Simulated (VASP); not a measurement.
# Be3I2 (R-3c) in VASP: further runs

The runs below take Be3I2 through single point, with PBE.

Program: VASP 6.6.1. These are calculated values, not measurements. Logs are shortened: lines on timing, memory, paths and dates and some standing lists are left out, and cuts for length are marked.

### Step 1. The cell of the first run

The structure is trigonal, space group R-3c (No. 167). Conventional cell: a = 6.529 Å, b = 6.529 Å, c = 17.827 Å, α = 90.00°, β = 90.00°, γ = 120.00°. Within 4.0 Å of Be (site symmetry 2) lie 4 I at 2.54 to 2.70 Å and 12 Be at 3.46 to 3.93 Å. Within 3.4 Å of I (site symmetry 3) lie 6 Be at 2.54 to 2.70 Å.

### Step 2. Single point, PBE

File INCAR:

```
ALGO     = Normal         # electronic algorithm
EDIFF    = 1E-6           # SCF threshold, eV
ENCUT    = 520            # plane-wave cutoff, eV
GGA      = PE             # functional
ISIF     = 2              # what is computed and relaxed
ISMEAR   = 0              # smearing method
LASPH    = True           # aspherical terms in the spheres
LCHARG   = False          # write CHGCAR
LREAL    = False          # projectors in reciprocal space
LWAVE    = False          # write WAVECAR
NBANDS   = 31             # bands
NELM     = 100            # most SCF steps
PREC     = Accurate       # precision mode
SIGMA    = 0.1            # smearing width, eV
```

File KPOINTS:

```
k-points
0
Gamma
  3 3 3
```

File POSCAR:

```
Be3I2
1.0
    3.2647036990      1.8848775594      5.9422509948
   -3.2647036990      1.8848775594      5.9422509948
    0.0000000000     -3.7697551190      5.9422509948
Be I
6 4
Direct
    0.0562500000      0.4437500000      0.7500000000
    0.7500000000      0.0562500000      0.4437500000
    0.4437500000      0.7500000000      0.0562500000
    0.9437500000      0.5562500000      0.2500000000
    0.2500000000      0.9437500000      0.5562500000
    0.5562500000      0.2500000000      0.9437500000
    0.8521800000      0.8521800000      0.8521800000
    0.6478200000      0.6478200000      0.6478200000
    0.1478200000      0.1478200000      0.1478200000
    0.3521800000      0.3521800000      0.3521800000
```

Potentials or basis: VASP PAW PBE potentials, release 64 (Be, I).

Launch:

```sh
cat potpaw_PBE.64/Be/POTCAR potpaw_PBE.64/I/POTCAR > POTCAR
mpirun -np 1 vasp_std > vasp.out
```

OUTCAR:

```text
EDIFF = 1E-6
   ENCUT = 520
   GGA = PE
   ISIF = 2
   ISMEAR = 0
   LASPH = True
   LREAL = False
   NELM = 100
   PREC = Accurate

 ion  position               nearest neighbor table
   1  0.056  0.444  0.750-   9 2.54  10 2.54   7 2.70   8 2.70
   2  0.750  0.056  0.444-  10 2.54   9 2.54   8 2.70   7 2.70
   3  0.444  0.750  0.056-   9 2.54  10 2.54   7 2.70   8 2.70
   4  0.944  0.556  0.250-   7 2.54   8 2.54   9 2.70  10 2.70
   5  0.250  0.944  0.556-   8 2.54   7 2.54  10 2.70   9 2.70
   6  0.556  0.250  0.944-   7 2.54   8 2.54   9 2.70  10 2.70
   7  0.852  0.852  0.852-   6 2.54   5 2.54   4 2.54   1 2.70   3 2.70   2 2.70
   8  0.648  0.648  0.648-   5 2.54   6 2.54   4 2.54   1 2.70   2 2.70   3 2.70
   9  0.148  0.148  0.148-   3 2.54   2 2.54   1 2.54   4 2.70   6 2.70   5 2.70
  10  0.352  0.352  0.352-   2 2.54   3 2.54   1 2.54   4 2.70   5 2.70   6 2.70

  LATTYP: Found a trigonal (rhomboedric) cell.
 ALAT       =     7.0371443456
 COS(alpha) =     0.5695481095

  Lattice vectors:

 A1 = (   3.2647036990,   1.8848775594,   5.9422509948)
 A2 = (  -3.2647036990,   1.8848775594,   5.9422509948)
 A3 = (   0.0000000000,  -3.7697551190,   5.9422509948)

Analysis of symmetry for initial positions (statically):
=====================================================================
 Subroutine PRICEL returns:
 Original cell was already a primitive cell.

 Routine SETGRP: Setting up the symmetry group for a
 trigonal (rhombohedral) supercell.

 Subroutine GETGRP returns: Found 12 space group operations
 (whereof  6 operations were pure point group operations)
 out of a pool of 12 trial point group operations.

The static configuration has the point symmetry S_6 .
 The point group associated with its full space group is D_3d.

Analysis of symmetry for dynamics (positions and initial velocities):
=====================================================================
 Subroutine PRICEL returns:
 Original cell was already a primitive cell.

 Routine SETGRP: Setting up the symmetry group for a
 trigonal (rhombohedral) supercell.

 Subroutine GETGRP returns: Found 12 space group operations
 (whereof  6 operations were pure point group operations)
 out of a pool of 12 trial point group operations.

The dynamic configuration has the point symmetry S_6 .
 The point group associated with its full space group is D_3d.

 Subroutine INISYM returns: Found 12 space group operations
 (whereof  6 operations are pure point group operations),
 and found     1 'primitive' translations

----------------------------------------------------------------------------------------

                                     Primitive cell

  volume of cell :     219.3962

  direct lattice vectors                    reciprocal lattice vectors
     3.264703699  1.884877559  5.942250995     0.153153256  0.088423073  0.056095465
    -3.264703699  1.884877559  5.942250995    -0.153153256  0.088423073  0.056095465
     0.000000000 -3.769755119  5.942250995     0.000000000 -0.176846147  0.056095465

  length of vectors
     7.037144346  7.037144346  7.037144346     0.185529676  0.185529676  0.185529676

  position of ions in fractional coordinates (direct lattice)
     0.056250000  0.443750000  0.750000000
     0.750000000  0.056250000  0.443750000
     0.443750000  0.750000000  0.056250000
     0.943750000  0.556250000  0.250000000
     0.250000000  0.943750000  0.556250000
     0.556250000  0.250000000  0.943750000
     0.852180000  0.852180000  0.852180000
     0.647820000  0.647820000  0.647820000
     0.147820000  0.147820000  0.147820000
     0.352180000  0.352180000  0.352180000

  ion indices of the primitive-cell ions
   primitive index   ion index
                 1           1
                 2           2
                 3           3
                 4           4
                 5           5
                 6           6
                 7           7
                 8           8
                 9           9
                10          10

----------------------------------------------------------------------------------------

 KPOINTS: k-points

Automatic generation of k-mesh.
 Grid dimensions read from file:
 generate k-points for:    3    3    3

 Generating k-lattice:

  Cartesian coordinates                     Fractional coordinates (reciprocal lattice)
     0.051051085  0.029474358  0.018698488     0.333333333 -0.000000000 -0.000000000
    -0.051051085  0.029474358  0.018698488    -0.000000000  0.333333333 -0.000000000
     0.000000000 -0.058948716  0.018698488    -0.000000000 -0.000000000  0.333333333

  Length of vectors
     0.061843225  0.061843225  0.061843225

  Shift w.r.t. Gamma in fractional coordinates (k-lattice)
     0.000000000  0.000000000  0.000000000

 Subroutine IBZKPT returns following result:
 ===========================================

 Found      6 irreducible k-points:

 Following reciprocal coordinates:
            Coordinates               Weight
  0.000000  0.000000  0.000000      1.000000
  0.333333  0.000000  0.000000      6.000000
  0.333333  0.333333  0.000000      6.000000
 -0.333333  0.333333  0.000000      6.000000
  0.333333  0.333333  0.333333      2.000000
 -0.333333  0.333333  0.333333      6.000000
   k-points           NKPTS =      6   k-points in BZ     NKDIM =      6   number of bands    NBANDS=     31
   number of dos      NEDOS =    301   number of ions     NIONS =     10
   total plane-waves  NPLWV = 157464
   dimension x,y,z NGX =    54 NGY =   54 NGZ =   54
   dimension x,y,z NGXF=   108 NGYF=  108 NGZF=  108
   ions per type =               6   4
   NGX,Y,Z   is equivalent  to a cutoff of  12.76, 12.76, 12.76 a.u.
   NGXF,Y,Z  is equivalent  to a cutoff of  25.51, 25.51, 25.51 a.u.
 SYSTEM =  unknown system
   PREC   = accura    normal or accurate (medium, high low for compatibility)
   ISTART =      0    job   : 0-new  1-cont  2-samecut
   ICHARG =      2    charge: 1-file 2-atom 10-const
   ISPIN  =      1    spin polarized calculation?
   LNONCOLLINEAR =      F non collinear calculations
   LSORBIT =      F    spin-orbit coupling
   LASPH  =      T    aspherical Exc in radial PAW
   ENCUT  =  520.0 eV  38.22 Ry    6.18 a.u.  13.08 13.08 13.08*2*pi/ulx,y,z
   NELM   =    100;   NELMIN=  2; NELMDL= -5     # of ELM steps
   EDIFF  = 0.1E-05   stopping-criterion for ELM
   LREAL  =      F    real-space projection
   EDIFFG = 0.1E-04   stopping-criterion for IOM
   NSW    =      0    number of steps for IOM
   IBRION =     -1    ionic relax: 0-MD 1-quasi-New 2-CG
   NFREE  =      0    steps in history (QN), initial steepest desc. (CG)
   ISIF   =      2    stress and relaxation
   ISYM   =      2    0-nonsym 1-usesym 2-fastsym
   POTIM  = 0.5000    time-step for ionic-motion
   TEBEG  =    0.0;   TEEND  =   0.0 temperature during run
   PSTRESS=    0.0 pullay stress
   NELECT =      40.0000    total number of electrons
   NUPDOWN=      -1.0000    fix difference up-down
   EMIN   =  10.00;   EMAX   =-10.00  energy-range for DOS
   EFERMI =   0.00;   METHOD = LEGACY
   ISMEAR =     0;   SIGMA  =   0.10  broadening in eV -4-tet -1-fermi 0-gaus
   EFERMI_NEDOS =   21; number of points for ismear=-14 and -15
   IALGO  =     38    algorithm
   IMIX   =      4    mixing-type and parameters
     AMIX     =   0.40;   BMIX     =  1.00
     AMIX_MAG =   1.60;   BMIX_MAG =  1.00
  volume/ion in A,a.u.               =      21.94       148.06
  Fermi-wavevector in a.u.,A,eV,Ry     =   0.928293  1.754220 11.724522  0.861728
  Thomas-Fermi vector in A             =   2.054454
   LORBIT       =      0    0 simple, 1 ext, 2 COOP (PROOUT), +10 PAW based schemes
   GGA     = PE    functional components
   LHFCALC =     F    Hartree Fock is set to
   AEXX    =    0.0000 exact exchange contribution
   IVDW    =     0    specifies the selected vdW correction
   LEPSILON=     F    determine dielectric tensor
   LRPA    =     F    only Hartree local field effects (RPA)
 non-spin polarized calculation
 Gauss-broadening in eV      SIGMA  =   0.10
  energy-cutoff  :      520.00
  volume of cell :      219.40
 maximum number of plane-waves:      5920
 NGX is ok and might be reduce to    54
   NGX = 27   NGY = 27   NGZ = 27

 number of electron      40.0000003 magnetization

 Free energy of the ion-electron system (eV)
  ---------------------------------------------------
  ext. energy  EPLUGINS =         0.00000000
  ---------------------------------------------------
  free energy    TOTEN  =       -15.71426100 eV

  energy without entropy =      -15.67352567  energy(sigma->0) =      -15.69389334

 E-fermi :   6.1662     XC(G=0):  -8.9647

 val. band max:        6.1405197464   @ k =  -0.3333   0.3333   0.0000
 cond. band min:       6.2486564709   @ k =  -0.3333   0.3333   0.3333
 fundamental gap:      0.1081367245
 Fermi energy:         6.1662308318

 k-point     1 :       0.0000    0.0000    0.0000
  band No.  band energies     occupation
      1     -10.0140      2.00000
      2      -9.2884      2.00000
      3      -9.1036      2.00000
      4      -8.6867      2.00000
      5      -1.6289      2.00000
      6      -1.2417      2.00000
[... 23 lines left out ...]
     30       9.6277      0.00000
     31       9.6824      0.00000

 k-point     2 :       0.3333    0.0000    0.0000
  band No.  band energies     occupation
      1      -9.7910      2.00000
      2      -9.3547      2.00000
      3      -9.1574      2.00000
      4      -8.8878      2.00000
      5      -1.4609      2.00000
      6      -1.3403      2.00000
[... 23 lines left out ...]
     30       9.0039      0.00000
     31       9.6399      0.00000

 k-point     3 :       0.3333    0.3333    0.0000
  band No.  band energies     occupation
      1      -9.7531      2.00000
      2      -9.3061      2.00000
      3      -9.2056      2.00000
      4      -8.9460      2.00000
      5      -1.8080      2.00000
      6      -1.6861      2.00000
[... 23 lines left out ...]
     30       9.4234      0.00000
     31       9.6838      0.00000

 k-point     4 :      -0.3333    0.3333    0.0000
  band No.  band energies     occupation
      1      -9.5030      2.00000
      2      -9.4907      2.00000
      3      -9.1365      2.00000
      4      -9.1207      2.00000
      5      -1.7151      2.00000
      6      -1.5099      2.00000
[... 23 lines left out ...]
     30       8.8501      0.00000
     31       9.1271      0.00000

 k-point     5 :       0.3333    0.3333    0.3333
  band No.  band energies     occupation
      1      -9.8491      2.00000
      2      -9.4938      2.00000
      3      -9.0045      2.00000
      4      -8.8050      2.00000
      5      -1.2692      2.00000
      6      -1.2560      2.00000
[... 23 lines left out ...]
     30       8.9967      0.00000
     31      10.0045      0.00000

 k-point     6 :      -0.3333    0.3333    0.3333
  band No.  band energies     occupation
      1      -9.5814      2.00000
      2      -9.5338      2.00000
      3      -9.0905      2.00000
      4      -9.0262      2.00000
      5      -1.7130      2.00000
      6      -1.3180      2.00000
[... 23 lines left out ...]
     30       9.3113      0.00000
     31       9.6294      0.00000

------------------------ aborting loop because EDIFF is reached ----------------------------------------

  FORCE on cell =-STRESS in cart. coord.  units (eV):
  Direction    XX          YY          ZZ          XY          YZ          ZX
  --------------------------------------------------------------------------------------
  -------------------------------------------------------------------------------------
  Total        3.3618979      3.3618979      3.3866515     -0.0000000     -0.0000000     -0.0000000
  in kB       24.5508169     24.5508169     24.7315838     -0.0000000     -0.0000000     -0.0000000
  external PRESSURE =      24.6110725 kB  Pullay stress =       0.0000000 kB

 VOLUME and BASIS-vectors are now :
 -----------------------------------------------------------------------------
  energy-cutoff  :      520.00
  volume of cell :      219.40
      direct lattice vectors                 reciprocal lattice vectors
     3.264703699  1.884877559  5.942250995     0.153153256  0.088423073  0.056095465
    -3.264703699  1.884877559  5.942250995    -0.153153256  0.088423073  0.056095465
     0.000000000 -3.769755119  5.942250995     0.000000000 -0.176846147  0.056095465

 POSITION                                       TOTAL-FORCE (eV/Angst)
 -----------------------------------------------------------------------------------
     -1.26507     -1.88488      7.42781        -0.210961     -0.000000      0.000000
      2.26489     -0.15315      7.42781         0.105480     -0.182697      0.000000
     -0.99982      2.03802      7.42781         0.105480      0.182697      0.000000
      1.26507      1.88488     10.39894         0.210961      0.000000      0.000000
     -2.26489      0.15315     10.39894        -0.105480      0.182697      0.000000
      0.99982     -2.03802     10.39894        -0.105480     -0.182697      0.000000
      0.00000     -0.00000     15.19160         0.000000     -0.000000      0.134300
      0.00000     -0.00000     11.54853         0.000000      0.000000     -0.134300
      0.00000     -0.00000      2.63515         0.000000      0.000000     -0.134300
      0.00000     -0.00000      6.27823         0.000000     -0.000000      0.134300
 -----------------------------------------------------------------------------------
    total drift:                                0.000000     -0.000000      0.000000

  FREE ENERGIE OF THE ION-ELECTRON SYSTEM (eV)
  ---------------------------------------------------
  free  energy   TOTEN  =       -15.7142610010 eV

  energy  without entropy=      -15.6735256723  energy(sigma->0) =      -15.69389334
```

It took 26 s on 1 thread of Intel Xeon 6975P-C (Granite Rapids), shared host; peak memory 0.38 GiB.

What came out:

```yaml
Free_energy: -15.7143 eV
Pressure: 2.5 GPa
Largest_force: 0.211 eV/Å
Band_gap_on_the_k_mesh: zero (bands 20 and 21 overlap by 1.12 eV)
```

Forces on the atoms (eV/Å):
```
Be  -0.211  0.000  0.000
Be   0.105 -0.183  0.000
Be   0.105  0.183  0.000
Be   0.211  0.000  0.000
Be  -0.105  0.183  0.000
Be  -0.105 -0.183  0.000
I    0.000  0.000  0.134
I    0.000  0.000 -0.134
I    0.000  0.000 -0.134
I    0.000  0.000  0.134
```

Caveat: the k points lie up to 0.39 Å⁻¹ apart, too coarse for converged energies and pressures of a metal; spin-orbit coupling is left out, which moves the levels of the heavy elements.

### Step 3. Single point, PBE

This run uses another cell than the first one, of 27.41 Å³/atom.

File INCAR:

```
SYSTEM = Be3I2
  PREC = Accurate
  ENCUT = 520
  EDIFF = 1E-7
  ISMEAR = 0
  SIGMA = 0.1
  LREAL = .FALSE.
  LASPH = .TRUE.
  NELM = 60
  ALGO = Normal
  ISIF = 2
  LWAVE = .FALSE.
  LCHARG = .TRUE.
  GGA = PE
  LELF = .TRUE.
  LVHAR = .TRUE.
  NBANDS = 31
```

File KPOINTS:

```
Automatic mesh
0
G
  6 6 6
  0 0 0
```

File POSCAR:

```
Be3I2
1.0
    2.7009462692      1.5593920555     10.8447398850
   -2.7009462692      1.5593920555     10.8447398850
    0.0000000000     -3.1187841112     10.8447398850
Be I
6 4
Direct
   -0.0279007720      0.5279007720      0.7500000000
    0.7500000000     -0.0279007720      0.5279007720
    0.5279007720      0.7500000000     -0.0279007720
    1.0279007720      0.4720992280      0.2500000000
    0.2500000000      1.0279007720      0.4720992280
    0.4720992280      0.2500000000      1.0279007720
    0.8791971194      0.8791971194      0.8791971194
    0.6208028806      0.6208028806      0.6208028806
    0.1208028806      0.1208028806      0.1208028806
    0.3791971194      0.3791971194      0.3791971194
```

Potentials or basis: VASP PAW PBE potentials, release 64 (Be, I).

Launch:

```sh
cat potpaw_PBE.64/Be/POTCAR potpaw_PBE.64/I/POTCAR > POTCAR
mpirun -np 1 vasp_std > vasp.out
```

It took 16 min on 1 thread of Intel Xeon 6975P-C (Granite Rapids), shared host; peak memory 1.2 GiB.

Results (log left out):

```
Free energy            : -22.1649 eV
Pressure               : 0.0 GPa
Largest force          : 0.006 eV/Å
Band gap on the k mesh : zero (bands 20 and 21 overlap by 0.68 eV)
```

Forces in eV/Å, atoms in the order of the input:
```
Be   0.006  0.000  0.000
Be  -0.003  0.005  0.000
Be  -0.003 -0.005  0.000
Be  -0.006  0.000  0.000
Be   0.003 -0.005  0.000
Be   0.003  0.005  0.000
I    0.000  0.000 -0.003
I    0.000  0.000  0.003
I    0.000  0.000  0.003
I    0.000  0.000 -0.003
```

Levels at points of the mesh, in eV from the Fermi level:
| k point | band 16 | band 17 | band 18 | band 19 | band 20 | band 21 | band 22 | band 23 | band 24 | band 25 |
| --- | --- | --- | --- | --- | --- | --- | --- | --- | --- | --- |
| (0.00, 0.00, 0.00) | -4.57 | -4.04 | -3.90 | -1.10 | -0.37 | -0.37 | -0.30 | -0.08 | -0.08 | 1.39 |
| (0.50, 0.00, 0.00) | -4.52 | -3.41 | -3.41 | -0.11 | -0.11 | 0.64 | 0.64 | 1.26 | 1.26 | 1.98 |
| (0.50, 0.50, 0.00) | -4.14 | -3.45 | -3.34 | -0.32 | 0.24 | 0.43 | 0.68 | 1.21 | 1.29 | 1.93 |
| (0.50, 0.50, 0.50) | -4.84 | -3.92 | -3.92 | -0.76 | -0.76 | -0.24 | -0.24 | -0.24 | -0.24 | 1.74 |

Caveat: spin-orbit coupling is left out, which moves the levels of the heavy elements.
